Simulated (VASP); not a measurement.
# Nb (Fm-3m) in VASP: further runs

Nb is run at these levels: PBE+D3(BJ), RPBE; tasks: single point.

All numbers are computed with VASP 6.6.1; they aren't measurements. Logs are shortened: lines on timing, memory, paths and dates and some standing lists are left out, and cuts for length are marked.

## 1. The cell of the first run

The structure is cubic, space group Fm-3m (No. 225). The conventional cell has a = 4.202 Å, b = 4.202 Å, c = 4.202 Å, α = 90.00°, β = 90.00°, γ = 90.00°. Within 3.9 Å of Nb (site symmetry m-3m) lie 12 Nb at 2.97 Å.

## 2. Single point, PBE+D3(BJ), non-collinear spin, zero start, spin-orbit coupling (volume scaled by 0.98)

Input file INCAR:

```
PREC = Accurate
ENCUT = 520
EDIFF = 1E-7
ISMEAR = 1
SIGMA = 0.01
LREAL = F
LASPH = T
NELM = 150
ALGO = Normal
ISIF = 2
LWAVE = F
LCHARG = T
MAGMOM = 0 0 0
LORBIT = 11
LSORBIT = T
GGA_COMPAT = F
LORBMOM = T
LMAXMIX = 4
GGA = PE
IVDW = 12
LVHAR = T
NBANDS = 24
```

Input file KPOINTS:

```
Automatic mesh
0
Gamma
  8 8 8
```

Input file POSCAR:

```
Nb
1.0
    0.0000000000      2.1008049414      2.1008049414
    2.1008049414      0.0000000000      2.1008049414
    2.1008049414      2.1008049414      0.0000000000
Nb
1
Direct
    0.0000000000      0.0000000000      0.0000000000
```

Potentials or basis: VASP PAW PBE potentials, release 64 (Nb_sv).

Command:

```sh
> cat potpaw_PBE.64/Nb_sv/POTCAR > POTCAR
> mpirun -np 1 vasp_ncl > vasp.out
```

OUTCAR:

```text
PREC = Accurate
   ENCUT = 520
   EDIFF = 1E-7
   ISMEAR = 1
   LREAL = F
   LASPH = T
   NELM = 150
   ISIF = 2
   LORBIT = 11
   LSORBIT = T
   GGA = PE
   IVDW = 12
 IVDW          = 12

 ion  position               nearest neighbor table
   1  0.000  0.000  0.000-

  LATTYP: Found a face centered cubic cell.
 ALAT       =     4.2016098828

  Lattice vectors:

 A1 = (   0.0000000000,   2.1008049414,   2.1008049414)
 A2 = (   2.1008049414,   0.0000000000,   2.1008049414)
 A3 = (   2.1008049414,   2.1008049414,   0.0000000000)

Analysis of symmetry for initial positions (statically):
=====================================================================
 Subroutine PRICEL returns:
 Original cell was already a primitive cell.

 Routine SETGRP: Setting up the symmetry group for a
 face centered cubic supercell.

 Subroutine GETGRP returns: Found 48 space group operations
 (whereof 48 operations were pure point group operations)
 out of a pool of 48 trial point group operations.

The static configuration has the point symmetry O_h .

Analysis of symmetry for dynamics (positions and initial velocities):
=====================================================================
 Subroutine PRICEL returns:
 Original cell was already a primitive cell.

 Routine SETGRP: Setting up the symmetry group for a
 face centered cubic supercell.

 Subroutine GETGRP returns: Found 48 space group operations
 (whereof 48 operations were pure point group operations)
 out of a pool of 48 trial point group operations.

The dynamic configuration has the point symmetry O_h .

Analysis of structural, dynamic, and magnetic symmetry:
=====================================================================
 Subroutine PRICEL returns:
 Original cell was already a primitive cell.

 Routine SETGRP: Setting up the symmetry group for a
 face centered cubic supercell.

 Subroutine GETGRP returns: Found 48 space group operations
 (whereof 48 operations were pure point group operations)
 out of a pool of 48 trial point group operations.

The overall configuration has the point symmetry O_h .

 Subroutine INISYM returns: Found 48 space group operations
 (whereof 48 operations are pure point group operations),
 and found     1 'primitive' translations

----------------------------------------------------------------------------------------

                                     Primitive cell

  volume of cell :      18.5433

  direct lattice vectors                    reciprocal lattice vectors
     0.000000000  2.100804941  2.100804941    -0.238004010  0.238004010  0.238004010
     2.100804941  0.000000000  2.100804941     0.238004010 -0.238004010  0.238004010
     2.100804941  2.100804941  0.000000000     0.238004010  0.238004010 -0.238004010

  length of vectors
     2.970986840  2.970986840  2.970986840     0.412235037  0.412235037  0.412235037

  position of ions in fractional coordinates (direct lattice)
     0.000000000  0.000000000  0.000000000

  ion indices of the primitive-cell ions
   primitive index   ion index
                 1           1

----------------------------------------------------------------------------------------

 KPOINTS: Automatic mesh

Automatic generation of k-mesh.
 Grid dimensions read from file:
 generate k-points for:    8    8    8

 Generating k-lattice:

  Cartesian coordinates                     Fractional coordinates (reciprocal lattice)
    -0.029750501  0.029750501  0.029750501     0.125000000  0.000000000  0.000000000
     0.029750501 -0.029750501  0.029750501     0.000000000  0.125000000  0.000000000
     0.029750501  0.029750501 -0.029750501     0.000000000  0.000000000  0.125000000

  Length of vectors
     0.051529380  0.051529380  0.051529380

  Shift w.r.t. Gamma in fractional coordinates (k-lattice)
     0.000000000  0.000000000  0.000000000

[... 48 lines left out ...]
   ENCUT  =  520.0 eV  38.22 Ry    6.18 a.u.   5.52  5.52  5.52*2*pi/ulx,y,z
   NELM   =    150;   NELMIN=  2; NELMDL= -5     # of ELM steps
   EDIFF  = 0.1E-06   stopping-criterion for ELM
   LREAL  =      F    real-space projection
   EDIFFG = 0.1E-05   stopping-criterion for IOM
   NSW    =      0    number of steps for IOM
   IBRION =     -1    ionic relax: 0-MD 1-quasi-New 2-CG
   NFREE  =      0    steps in history (QN), initial steepest desc. (CG)
   ISIF   =      2    stress and relaxation
   ISYM   =      2    0-nonsym 1-usesym 2-fastsym
   POTIM  = 0.5000    time-step for ionic-motion
   TEBEG  =    0.0;   TEEND  =   0.0 temperature during run
   PSTRESS=    0.0 pullay stress
   NELECT =      13.0000    total number of electrons
   NUPDOWN=      -1.0000    fix difference up-down
   EMIN   =  10.00;   EMAX   =-10.00  energy-range for DOS
   EFERMI =   0.00;   METHOD = LEGACY
   ISMEAR =     1;   SIGMA  =   0.01  broadening in eV -4-tet -1-fermi 0-gaus
   EFERMI_NEDOS =   21; number of points for ismear=-14 and -15
   IALGO  =     38    algorithm
   IMIX   =      4    mixing-type and parameters
     AMIX     =   0.40;   BMIX     =  1.00
     AMIX_MAG =   1.60;   BMIX_MAG =  1.00
  volume/ion in A,a.u.               =      18.54       125.14
  Fermi-wavevector in a.u.,A,eV,Ry     =   1.454321  2.748268 28.776989  2.115049
  Thomas-Fermi vector in A             =   2.571485
   LORBIT       =     11    0 simple, 1 ext, 2 COOP (PROOUT), +10 PAW based schemes
   GGA     = PE    functional components
   LHFCALC =     F    Hartree Fock is set to
   AEXX    =    0.0000 exact exchange contribution
   IVDW    =    12    specifies the selected vdW correction
   LEPSILON=     F    determine dielectric tensor
   LRPA    =     F    only Hartree local field effects (RPA)
 Methfessel and Paxton  Order N= 1 SIGMA  =   0.01
  energy-cutoff  :      520.00
  volume of cell :       18.54
 maximum number of plane-waves:      1062
 NGX is ok and might be reduce to    24
   NGX = 11   NGY = 11   NGZ = 11

 number of electron      13.0000000 magnetization       0.0000000      0.0000000      0.0000000

 number of electron      13.0000001 magnetization      -0.0000000     -0.0000000     -0.0000000

 number of electron      13.0000001 magnetization       0.0000000     -0.0000000      0.0000000

 number of electron      13.0000001 magnetization      -0.0000000      0.0000000     -0.0000000

 Free energy of the ion-electron system (eV)
  ---------------------------------------------------
  ext. energy  EPLUGINS =         0.00000000
  ---------------------------------------------------
  free energy    TOTEN  =        -9.97091816 eV

  energy without entropy =       -9.97093760  energy(sigma->0) =       -9.97092464

 E-fermi :  11.1323     XC(G=0): -12.3518

 val. band max:       11.1179739580   @ k =   0.5000   0.2500   0.0000
 cond. band min:      11.1379927611   @ k =  -0.2500   0.1250   0.0000
 fundamental gap:      0.0200188032
 Fermi energy:        11.1323015818

 k-point     1 :       0.0000    0.0000    0.0000
  band No.  band energies     occupation
      1     -43.6351      1.00000
      2     -43.6351      1.00000
      3     -20.4374      1.00000
      4     -20.4374      1.00000
      5     -18.3005      1.00000
      6     -18.3005      1.00000
[... 637 lines left out ...]
     23      25.3613      0.00000
     24      25.3613      0.00000

 [... further k-points ...]

------------------------ aborting loop because EDIFF is reached ----------------------------------------

 Edisp (eV)   -0.71457

 E8    (eV) :    -0.3471

  FORCE on cell =-STRESS in cart. coord.  units (eV):
  Direction    XX          YY          ZZ          XY          YZ          ZX
  --------------------------------------------------------------------------------------
  -------------------------------------------------------------------------------------
  Total      -0.54104    -0.54104    -0.54104     0.00000     0.00000    -0.00000
  in kB     -46.74721   -46.74721   -46.74721     0.00000     0.00000    -0.00000
  external pressure =      -46.75 kB  Pullay stress =        0.00 kB

 VOLUME and BASIS-vectors are now :
 -----------------------------------------------------------------------------
  energy-cutoff  :      520.00
  volume of cell :       18.54
      direct lattice vectors                 reciprocal lattice vectors
     0.000000000  2.100804941  2.100804941    -0.238004010  0.238004010  0.238004010
     2.100804941  0.000000000  2.100804941     0.238004010 -0.238004010  0.238004010
     2.100804941  2.100804941  0.000000000     0.238004010  0.238004010 -0.238004010

 POSITION                                       TOTAL-FORCE (eV/Angst)
 -----------------------------------------------------------------------------------
      0.00000      0.00000      0.00000         0.000000      0.000000      0.000000
 -----------------------------------------------------------------------------------
    total drift:                               -0.000000      0.000000      0.000000

  FREE ENERGIE OF THE ION-ELECTRON SYSTEM (eV)
  ---------------------------------------------------
  free  energy   TOTEN  =       -10.6854924779 eV

  energy  without entropy=      -10.6855119198  energy(sigma->0) =      -10.68549896

 orbital moment (x)

 # of ion     p       d       tot
 ----------------------------------------
  1         0.000  -0.000  -0.000
 ----------------------------------------
            0.000  -0.000  -0.000

 orbital moment (y)

 # of ion     p       d       tot
 ----------------------------------------
  1         0.000   0.000   0.000
 ----------------------------------------
            0.000   0.000   0.000

 orbital moment (z)

 # of ion     p       d       tot
 ----------------------------------------
  1         0.000   0.000   0.000
 ----------------------------------------
            0.000   0.000   0.000

 Spin-Orbit-Coupling matrix elements

 Ion:    1  E_soc:     -0.1773437
 l=   1
     0.0000000    -0.0268827    -0.0268827
    -0.0268827     0.0000000    -0.0268827
    -0.0268827    -0.0268827     0.0000000
 l=   2
     0.0000000    -0.0006655     0.0000000    -0.0006655    -0.0020091
    -0.0006655     0.0000000    -0.0015068    -0.0006655    -0.0005023
     0.0000000    -0.0015068     0.0000000    -0.0015068     0.0000000
    -0.0006655    -0.0006655    -0.0015068     0.0000000    -0.0005023
    -0.0020091    -0.0005023     0.0000000    -0.0005023     0.0000000
 l=   3
     0.0000000     0.0000000     0.0000000     0.0000000     0.0000000     0.0000000     0.0000000
     0.0000000     0.0000000     0.0000000     0.0000000     0.0000000     0.0000000     0.0000000
     0.0000000     0.0000000     0.0000000     0.0000000     0.0000000     0.0000000     0.0000000
     0.0000000     0.0000000     0.0000000     0.0000000     0.0000000     0.0000000     0.0000000
     0.0000000     0.0000000     0.0000000     0.0000000     0.0000000     0.0000000     0.0000000
     0.0000000     0.0000000     0.0000000     0.0000000     0.0000000     0.0000000     0.0000000
     0.0000000     0.0000000     0.0000000     0.0000000     0.0000000     0.0000000     0.0000000

 total charge

# of ion       s       p       d       tot
------------------------------------------
    1        2.224   6.006   2.432  10.662

 magnetization (x)

# of ion       s       p       d       tot
------------------------------------------
    1        0.000   0.000  -0.000  -0.000

 magnetization (y)

# of ion       s       p       d       tot
------------------------------------------
    1       -0.000   0.000  -0.000  -0.000

 magnetization (z)

# of ion       s       p       d       tot
------------------------------------------
    1        0.000   0.000  -0.000  -0.000
```

Wall time 30 s (1 thread of Intel Xeon Platinum 8259CL at 2.50GHz (Skylake/Cascade Lake), shared host); peak memory 0.21 GiB.

Results:

- Free energy: -10.6855 eV
- Pressure: -4.7 GPa
- Net moment: 0.00 μB per cell
- Valence electrons inside the program's atomic spheres: Nb 10.66
- Dispersion energy per atom: -0.715 eV

Moments on the atoms (μB; x, y, z):
```
Nb  0.00 0.00 0.00
```

Caveat: the cell differs from its parent crystal (volume scaled by 0.98).

## 3. Single point, PBE+D3(BJ), non-collinear spin, zero start, spin-orbit coupling

This run uses another cell than the first one, of 18.92 Å³/atom, 1.020 times its volume.

Input file INCAR:

```
PREC = Accurate
ENCUT = 520
EDIFF = 1E-6
ISMEAR = 1
SIGMA = 0.01
LREAL = False
LASPH = True
NELM = 150
ALGO = Normal
ISIF = 2
LWAVE = False
LCHARG = False
MAGMOM = 0 0 0
LORBIT = 11
LSORBIT = True
GGA_COMPAT = False
LORBMOM = True
LMAXMIX = 4
GGA = PE
IVDW = 12
NBANDS = 24
```

Input file KPOINTS:

```
regular mesh
0
Gamma
  8 8 8
```

Input file POSCAR:

```
Nb
1.0
    0.0000000000      2.1150000000      2.1150000000
    2.1150000000      0.0000000000      2.1150000000
    2.1150000000      2.1150000000      0.0000000000
Nb
1
Direct
    0.0000000000      0.0000000000      0.0000000000
```

Potentials or basis: VASP PAW PBE potentials, release 64 (Nb_sv).

Command:

```sh
> cat potpaw_PBE.64/Nb_sv/POTCAR > POTCAR
> mpirun -np 1 vasp_ncl > vasp.out
```

It took 24 s on 1 thread of Intel Xeon Platinum 8259CL at 2.50GHz (Skylake/Cascade Lake), shared host; peak memory 0.21 GiB.

It converged, with:

- Free energy: -10.6707 eV
- Pressure: -7.9 GPa
- Net moment: 0.00 μB per cell
- Valence electrons inside the program's atomic spheres: Nb 10.64
- Dispersion energy per atom: -0.700 eV

Moments on the atoms (μB; x, y, z):
```
Nb  0.00 0.00 0.00
```

## 4. Single point, PBE+D3(BJ), non-collinear spin, zero start, spin-orbit coupling (volume scaled by 1.02)

Input file INCAR:

```
ALGO = Normal
EDIFF = 1E-6
ENCUT = 520
GGA = PE
GGA_COMPAT = F
ISIF = 2
ISMEAR = 1
IVDW = 12
LASPH = T
LCHARG = T
LMAXMIX = 4
LORBIT = 11
LORBMOM = T
LREAL = F
LSORBIT = T
LVHAR = T
LWAVE = F
MAGMOM = 0 0 0
NBANDS = 24
NELM = 150
PREC = Accurate
SIGMA = 0.01
```

Input file KPOINTS:

```
k-points
0
Gamma
  8 8 8
```

Input file POSCAR:

```
Nb
1.0
    0.0000000000      2.1290070307      2.1290070307
    2.1290070307      0.0000000000      2.1290070307
    2.1290070307      2.1290070307      0.0000000000
Nb
1
Direct
    0.0000000000      0.0000000000      0.0000000000
```

Command:

```sh
> cat potpaw_PBE.64/Nb_sv/POTCAR > POTCAR
> mpirun -np 1 vasp_ncl > vasp.out
```

Run time: 29 s. Hardware: 1 thread of Intel Xeon Platinum 8259CL at 2.50GHz (Skylake/Cascade Lake), shared host; peak memory 0.21 GiB.

The run converged. Its results:

| Item | Value |
| --- | --- |
| Free energy | -10.6487 eV |
| Pressure | -10.8 GPa |
| Net moment | 0.00 μB per cell |
| Valence electrons inside the program's atomic spheres | Nb 10.61 |
| Dispersion energy per atom | -0.685 eV |

Moments on the atoms (μB; x, y, z):
```
Nb  0.00 0.00 0.00
```

Caveat: the cell differs from its parent crystal (volume scaled by 1.02).

## 5. Single point, RPBE

This run uses another cell than the first one, of 18.92 Å³/atom, 1.020 times its volume.

Input file INCAR:

```
PREC = Accurate
ENCUT = 520
EDIFF = 1E-6
ISMEAR = -1
SIGMA = 0.05
LREAL = F
LASPH = T
NELM = 80
ALGO = Normal
ISIF = 2
LWAVE = F
LCHARG = F
GGA = RP
NBANDS = 12
```

Input file KPOINTS:

```
regular mesh
0
Gamma
  11 11 11
```

Input file POSCAR:

```
Nb
1.0
    0.0000000000      2.1150000000      2.1150000000
    2.1150000000      0.0000000000      2.1150000000
    2.1150000000      2.1150000000      0.0000000000
Nb
1
Direct
    0.0000000000      0.0000000000      0.0000000000
```

Command:

```sh
> cat potpaw_PBE.64/Nb_sv/POTCAR > POTCAR
> mpirun -np 1 vasp_std > vasp.out
```

Run time: 18 s. Hardware: 1 thread of Intel Xeon Platinum 8259CL at 2.50GHz (Skylake/Cascade Lake), shared host; peak memory 0.14 GiB.

It converged, with:

- Free energy: -9.3947 eV
- Pressure: 0.6 GPa

Levels at points of the mesh, in eV from the Fermi level:
| k point | band 4 | band 5 | band 6 | band 7 | band 8 | band 9 |
| --- | --- | --- | --- | --- | --- | --- |
| (0.00, 0.00, 0.00) | -30.25 | -6.23 | 0.09 | 0.09 | 0.09 | 2.66 |

Caveat: the PAW data sets were made with another functional, which shifts forces and pressure a little.

## 6. Single point, RPBE

This run uses another cell than the first one, of 19.04 Å³/atom, 1.027 times its volume.

Input file INCAR:

```
PREC     = Accurate       # precision mode
ENCUT    = 520            # plane-wave cutoff, eV
EDIFF    = 1E-6           # SCF threshold, eV
ISMEAR   = -1             # smearing method
SIGMA    = 0.05           # smearing width, eV
LREAL    = F              # projectors in reciprocal space
LASPH    = T              # aspherical terms in the spheres
NELM     = 60             # most SCF steps
ALGO     = Normal         # electronic algorithm
ISIF     = 2              # what is computed and relaxed
LWAVE    = F              # write WAVECAR
LCHARG   = F              # write CHGCAR
GGA      = RP             # functional
NBANDS   = 12             # bands
```

KPOINTS is that of step 5.

Input file POSCAR:

```
Nb
1.0
    0.0000000000      2.1192199685      2.1192199685
    2.1192199685      0.0000000000      2.1192199685
    2.1192199685      2.1192199685      0.0000000000
Nb
1
Direct
    0.0000000000      0.0000000000      0.0000000000
```

Potentials or basis: VASP PAW PBE potentials, release 64 (Nb_sv).

Command:

```sh
> cat potpaw_PBE.64/Nb_sv/POTCAR > POTCAR
> mpirun -np 1 vasp_std > vasp.out
```

Wall time 14 s (1 thread of Intel Xeon Platinum 8259CL at 2.50GHz (Skylake/Cascade Lake), shared host); peak memory 0.14 GiB.

The run converged. Its results:

```yaml
Free_energy: -9.3948 eV
Pressure: -0.3 GPa
```

Levels at points of the mesh, in eV from the Fermi level:
```tsv
k point	band 3	band 4	band 5	band 6	band 7	band 8	band 9	band 10
(0.00, 0.00, 0.00)	-30.27	-30.27	-6.21	0.09	0.09	0.09	2.64	2.64
```

Caveat: the PAW data sets were made with another functional, which shifts forces and pressure a little.

## 7. The runs side by side

```csv
level,spin,cell,k mesh,smearing,gap on the mesh (eV),pressure (GPa),moment (μB)
PBE+D3(BJ),"non-collinear, zero start, SOC","a = 2.971 Å, angles 60.0°, 1 atom",8 × 8 × 8,methfessel-paxton 0.01 eV,-,-4.7,0.00
PBE+D3(BJ),"non-collinear, zero start, SOC","a = 2.991 Å, angles 60.0°, 1 atom",8 × 8 × 8,methfessel-paxton 0.01 eV,-,-7.9,0.00
PBE+D3(BJ),"non-collinear, zero start, SOC","a = 3.011 Å, angles 60.0°, 1 atom",8 × 8 × 8,methfessel-paxton 0.01 eV,-,-10.8,0.00
RPBE,off,"a = 2.991 Å, angles 60.0°, 1 atom",11 × 11 × 11,fermi-dirac 0.05 eV,none,0.6,-
RPBE,off,"a = 2.997 Å, angles 60.0°, 1 atom",11 × 11 × 11,fermi-dirac 0.05 eV,none,-0.3,-
```

Alike in all rows: task single point; potentials or basis VASP PAW PBE potentials, release 64 (Nb_sv); cutoff (eV) 520.

Caveats: the PAW data sets were made with another functional, which shifts forces and pressure a little (some runs).

Absolute energies hang on the potentials; compare differences alone.
